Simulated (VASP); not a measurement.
# Cu (Fd-3m) in VASP: a series of runs

The runs below take Cu through single point, with PBE.

Program: VASP 6.6.1. These are calculated values, not measurements. Logs are shortened: lines on timing, memory, paths and dates and some standing lists are left out, and cuts for length are marked.

### 1 The cell of the first run

It takes space group Fd-3m (No. 227, cubic). The conventional cell has a = 4.983 Å, b = 4.983 Å, c = 4.983 Å, α = 90.00°, β = 90.00°, γ = 90.00°. Cu (site symmetry -43m) has 4 Cu at 2.16 Å within 2.9 Å.

### 2 Single point, PBE

INCAR

```
ALGO = Normal ; EDIFF = 1E-6
ENCUT = 520 ; GGA = PE
ISIF = 2 ; ISMEAR = -1
LASPH = T ; LCHARG = F
LREAL = F ; LWAVE = F
NBANDS = 18 ; NELM = 80
PREC = Accurate ; SIGMA = 0.05
```

KPOINTS

```
k-points
0
Gamma
  14 14 14
```

POSCAR

```
Cu
1.0
    0.0000000000      2.4914622418      2.4914622418
    2.4914622418      0.0000000000      2.4914622418
    2.4914622418      2.4914622418      0.0000000000
Cu
2
Direct
    0.0000000000      0.0000000000      0.0000000000
    0.2500000000      0.2500000000      0.2500000000
```

Potentials or basis: VASP PAW PBE potentials, release 64 (Cu).

Started as:

```sh
$ cat potpaw_PBE.64/Cu/POTCAR > POTCAR
$ mpirun -np 1 vasp_std > vasp.out
```

OUTCAR:

```text
EDIFF = 1E-6
   ENCUT = 520
   GGA = PE
   ISIF = 2
   ISMEAR = -1
   LASPH = T
   LREAL = F
   NELM = 80
   PREC = Accurate

 ion  position               nearest neighbor table
   1  0.000  0.000  0.000-   2 2.16   2 2.16   2 2.16   2 2.16
   2  0.250  0.250  0.250-   1 2.16   1 2.16   1 2.16   1 2.16

  LATTYP: Found a face centered cubic cell.
 ALAT       =     4.9829244836

  Lattice vectors:

 A1 = (   0.0000000000,   2.4914622418,   2.4914622418)
 A2 = (   2.4914622418,   0.0000000000,   2.4914622418)
 A3 = (   2.4914622418,   2.4914622418,   0.0000000000)

Analysis of symmetry for initial positions (statically):
=====================================================================
 Subroutine PRICEL returns:
 Original cell was already a primitive cell.

 Routine SETGRP: Setting up the symmetry group for a
 face centered cubic supercell.

 Subroutine GETGRP returns: Found 48 space group operations
 (whereof 24 operations were pure point group operations)
 out of a pool of 48 trial point group operations.

The static configuration has the point symmetry T_d .
 The point group associated with its full space group is O_h .

Analysis of symmetry for dynamics (positions and initial velocities):
=====================================================================
 Subroutine PRICEL returns:
 Original cell was already a primitive cell.

 Routine SETGRP: Setting up the symmetry group for a
 face centered cubic supercell.

 Subroutine GETGRP returns: Found 48 space group operations
 (whereof 24 operations were pure point group operations)
 out of a pool of 48 trial point group operations.

The dynamic configuration has the point symmetry T_d .
 The point group associated with its full space group is O_h .

 Subroutine INISYM returns: Found 48 space group operations
 (whereof 24 operations are pure point group operations),
 and found     1 'primitive' translations

----------------------------------------------------------------------------------------

                                     Primitive cell

  volume of cell :      30.9309

  direct lattice vectors                    reciprocal lattice vectors
     0.000000000  2.491462242  2.491462242    -0.200685361  0.200685361  0.200685361
     2.491462242  0.000000000  2.491462242     0.200685361 -0.200685361  0.200685361
     2.491462242  2.491462242  0.000000000     0.200685361  0.200685361 -0.200685361

  length of vectors
     3.523459692  3.523459692  3.523459692     0.347597242  0.347597242  0.347597242

  position of ions in fractional coordinates (direct lattice)
     0.000000000  0.000000000  0.000000000
     0.250000000  0.250000000  0.250000000

  ion indices of the primitive-cell ions
   primitive index   ion index
                 1           1
                 2           2

----------------------------------------------------------------------------------------

 KPOINTS: k-points

Automatic generation of k-mesh.
 Grid dimensions read from file:
 generate k-points for:   14   14   14

 Generating k-lattice:

  Cartesian coordinates                     Fractional coordinates (reciprocal lattice)
    -0.014334669  0.014334669  0.014334669     0.071428571  0.000000000  0.000000000
     0.014334669 -0.014334669  0.014334669     0.000000000  0.071428571  0.000000000
     0.014334669  0.014334669 -0.014334669     0.000000000  0.000000000  0.071428571

  Length of vectors
     0.024828374  0.024828374  0.024828374

  Shift w.r.t. Gamma in fractional coordinates (k-lattice)
     0.000000000  0.000000000  0.000000000

 Subroutine IBZKPT returns following result:
 ===========================================

 Found    104 irreducible k-points:

 Following reciprocal coordinates:
            Coordinates               Weight
  0.000000  0.000000  0.000000      1.000000
  0.071429  0.000000  0.000000      8.000000
  0.142857  0.000000  0.000000      8.000000
  0.214286  0.000000  0.000000      8.000000
  0.285714  0.000000  0.000000      8.000000
  0.357143  0.000000  0.000000      8.000000
[... 16 lines left out ...]
  0.214286  0.142857  0.000000     24.000000
  0.285714  0.142857  0.000000     24.000000
 [... further k-points ...]
   k-points           NKPTS =    104   k-points in BZ     NKDIM =    104   number of bands    NBANDS=     18
   number of dos      NEDOS =    301   number of ions     NIONS =      2
   total plane-waves  NPLWV =  21952
   dimension x,y,z NGX =    28 NGY =   28 NGZ =   28
   dimension x,y,z NGXF=    56 NGYF=   56 NGZF=   56
   ions per type =               2
   NGX,Y,Z   is equivalent  to a cutoff of  13.21, 13.21, 13.21 a.u.
   NGXF,Y,Z  is equivalent  to a cutoff of  26.42, 26.42, 26.42 a.u.
 SYSTEM =  unknown system
   PREC   = accura    normal or accurate (medium, high low for compatibility)
   ISTART =      0    job   : 0-new  1-cont  2-samecut
   ICHARG =      2    charge: 1-file 2-atom 10-const
   ISPIN  =      1    spin polarized calculation?
   LNONCOLLINEAR =      F non collinear calculations
   LSORBIT =      F    spin-orbit coupling
   LASPH  =      T    aspherical Exc in radial PAW
   ENCUT  =  520.0 eV  38.22 Ry    6.18 a.u.   6.55  6.55  6.55*2*pi/ulx,y,z
   NELM   =     80;   NELMIN=  2; NELMDL= -5     # of ELM steps
   EDIFF  = 0.1E-05   stopping-criterion for ELM
   LREAL  =      F    real-space projection
   EDIFFG = 0.1E-04   stopping-criterion for IOM
   NSW    =      0    number of steps for IOM
   IBRION =     -1    ionic relax: 0-MD 1-quasi-New 2-CG
   NFREE  =      0    steps in history (QN), initial steepest desc. (CG)
   ISIF   =      2    stress and relaxation
   ISYM   =      2    0-nonsym 1-usesym 2-fastsym
   POTIM  = 0.5000    time-step for ionic-motion
   TEBEG  =    0.0;   TEEND  =   0.0 temperature during run
   PSTRESS=    0.0 pullay stress
   NELECT =      22.0000    total number of electrons
   NUPDOWN=      -1.0000    fix difference up-down
   EMIN   =  10.00;   EMAX   =-10.00  energy-range for DOS
   EFERMI =   0.00;   METHOD = LEGACY
   ISMEAR =    -1;   SIGMA  =   0.05  broadening in eV -4-tet -1-fermi 0-gaus
   EFERMI_NEDOS =   21; number of points for ismear=-14 and -15
   IALGO  =     38    algorithm
   IMIX   =      4    mixing-type and parameters
     AMIX     =   0.40;   BMIX     =  1.00
     AMIX_MAG =   1.60;   BMIX_MAG =  1.00
  volume/ion in A,a.u.               =      15.47       104.37
  Fermi-wavevector in a.u.,A,eV,Ry     =   1.461340  2.761533 29.055459  2.135516
  Thomas-Fermi vector in A             =   2.577684
   LORBIT       =      0    0 simple, 1 ext, 2 COOP (PROOUT), +10 PAW based schemes
   GGA     = PE    functional components
   LHFCALC =     F    Hartree Fock is set to
   AEXX    =    0.0000 exact exchange contribution
   IVDW    =     0    specifies the selected vdW correction
   LEPSILON=     F    determine dielectric tensor
   LRPA    =     F    only Hartree local field effects (RPA)
 non-spin polarized calculation
  energy-cutoff  :      520.00
  volume of cell :       30.93
 maximum number of plane-waves:       869
 NGX is ok and might be reduce to    28
   NGX = 13   NGY = 13   NGZ = 13

 number of electron      22.0000027 magnetization

 Free energy of the ion-electron system (eV)
  ---------------------------------------------------
  ext. energy  EPLUGINS =         0.00000000
  ---------------------------------------------------
  free energy    TOTEN  =        -5.01455969 eV

  energy without entropy =       -5.00871252  energy(sigma->0) =       -5.01163611

 E-fermi :   4.7040     XC(G=0): -10.9487

 val. band max:        4.6855139168   @ k =  -0.3571   0.3571   0.0714
 cond. band min:       4.7271277219   @ k =  -0.4286   0.0714   0.0000
 fundamental gap:      0.0416138050
 Fermi energy:         4.7040142846

 k-point     1 :       0.0000    0.0000    0.0000
  band No.  band energies     occupation
      1      -2.8084      2.00000
      2       0.9343      2.00000
      3       0.9343      2.00000
      4       0.9584      2.00000
      5       0.9584      2.00000
      6       0.9584      2.00000
[... 10 lines left out ...]
     17      16.7094      0.00000
     18      19.3002      0.00000

 k-point     2 :       0.0714    0.0000    0.0000
  band No.  band energies     occupation
      1      -2.7137      2.00000
      2       0.8546      2.00000
      3       0.8546      2.00000
      4       0.9618      2.00000
      5       1.0559      2.00000
      6       1.0559      2.00000
[... 10 lines left out ...]
     17      17.4927      0.00000
     18      19.4630      0.00000

 k-point     3 :       0.1429    0.0000    0.0000
  band No.  band energies     occupation
      1      -2.4335      2.00000
      2       0.7941      2.00000
      3       0.7941      2.00000
      4       0.9741      2.00000
      5       1.1614      2.00000
      6       1.1614      2.00000
[... 10 lines left out ...]
     17      18.2116      0.00000
     18      19.5081      0.00000

 k-point     4 :       0.2143    0.0000    0.0000
  band No.  band energies     occupation
      1      -1.9808      2.00000
      2       0.7695      2.00000
      3       0.7695      2.00000
      4       1.0002      2.00000
      5       1.2350      2.00000
      6       1.2350      2.00000
[... 375 lines left out ...]
      4       0.9818      2.00000
      5       1.0606      2.00000
      6       1.2904      2.00000
[... 10 lines left out ...]
     17      20.2420      0.00000
     18      20.2420      0.00000

 k-point    23 :       0.2143    0.1429    0.0000
  band No.  band energies     occupation
      1      -1.9707      2.00000
      2       0.5786      2.00000
      3       0.9681      2.00000
      4       0.9921      2.00000
      5       1.1464      2.00000
      6       1.3769      2.00000
[... 10 lines left out ...]
     17      20.5832      0.00000
     18      20.9741      0.00000

 k-point    24 :       0.2857    0.1429    0.0000
  band No.  band energies     occupation
      1      -1.4745      2.00000
      2       0.5589      2.00000
      3       0.9659      2.00000
      4       1.0051      2.00000
      5       1.2047      2.00000
      6       1.4401      2.00000
[... 10 lines left out ...]
     17      20.5144      0.00000
     18      20.6742      0.00000

 [... further k-points ...]
[... 5 lines left out ...]
  --------------------------------------------------------------------------------------
  -------------------------------------------------------------------------------------
  Total        3.8813205      3.8813205      3.8813205      0.0000000      0.0000000      0.0000000
  in kB      201.0467980    201.0467980    201.0467980      0.0000000      0.0000000      0.0000000
  external PRESSURE =     201.0467980 kB  Pullay stress =       0.0000000 kB

 VOLUME and BASIS-vectors are now :
 -----------------------------------------------------------------------------
  energy-cutoff  :      520.00
  volume of cell :       30.93
      direct lattice vectors                 reciprocal lattice vectors
     0.000000000  2.491462242  2.491462242    -0.200685361  0.200685361  0.200685361
     2.491462242  0.000000000  2.491462242     0.200685361 -0.200685361  0.200685361
     2.491462242  2.491462242  0.000000000     0.200685361  0.200685361 -0.200685361

 POSITION                                       TOTAL-FORCE (eV/Angst)
 -----------------------------------------------------------------------------------
      0.00000      0.00000      0.00000        -0.000000     -0.000000     -0.000000
      1.24573      1.24573      1.24573         0.000000      0.000000      0.000000
 -----------------------------------------------------------------------------------
    total drift:                                0.000000      0.000000      0.000000

  FREE ENERGIE OF THE ION-ELECTRON SYSTEM (eV)
  ---------------------------------------------------
  free  energy   TOTEN  =        -5.0145596880 eV

  energy  without entropy=       -5.0087125222  energy(sigma->0) =       -5.01163611
```

Wall time 71 s (1 thread of AMD EPYC 7R43 (Zen 3), shared host); peak memory 0.14 GiB.

What came out:

```yaml
Free_energy: -5.0146 eV
Pressure: 20.1 GPa
Band_gap_on_the_k_mesh: zero (band 11 reaches 5.45 eV, above the bottom of band 12 at 4.39 eV)
```

### 3 Single point, PBE

This run uses another cell than the first one, of 19.16 Å³/atom, 1.239 times its volume.

INCAR

```
SYSTEM = Cu
ALGO = Normal
EDIFF = 1E-7
ENCUT = 520
GGA = PE
ISIF = 2
ISMEAR = -1
LASPH = .True.
LCHARG = .False.
LREAL = .False.
LWAVE = .False.
NBANDS = 18
NELM = 80
PREC = Accurate
SIGMA = 0.05
```

KPOINTS

```
k-points
0
Gamma
  14 14 14
  0 0 0
```

POSCAR

```
Cu
1.0
    0.0000000000      2.6758653443      2.6758653443
    2.6758653443      0.0000000000      2.6758653443
    2.6758653443      2.6758653443      0.0000000000
Cu
2
Direct
    0.0000000000      0.0000000000      0.0000000000
    0.2500000000      0.2500000000      0.2500000000
```

Potentials or basis: VASP PAW PBE potentials, release 64 (Cu).

Started as:

```sh
$ cat potpaw_PBE.64/Cu/POTCAR > POTCAR
$ mpirun -np 1 vasp_std > vasp.out
```

Wall time 97 s (1 thread of AMD EPYC 7R43 (Zen 3), shared host); peak memory 0.16 GiB.

Results (log left out):

```
Free energy            : -5.4056 eV
Pressure               : 0.3 GPa
Band gap on the k mesh : zero (band 11 reaches 3.34 eV, above the bottom of band 12 at 2.39 eV)
```

Levels at points of the mesh, in eV from the Fermi level:
| k point | band 9 | band 10 | band 11 | band 12 | band 13 | band 14 |
| --- | --- | --- | --- | --- | --- | --- |
| (0.00, 0.00, 0.00) | -1.84 | -1.20 | -1.20 | 9.75 | 9.75 | 9.75 |
| (0.50, 0.00, 0.00) | -1.43 | -1.29 | -1.29 | -0.37 | 7.09 | 7.09 |
| (0.50, 0.50, 0.00) | -1.19 | -1.19 | 0.23 | 0.23 | 3.78 | 3.78 |
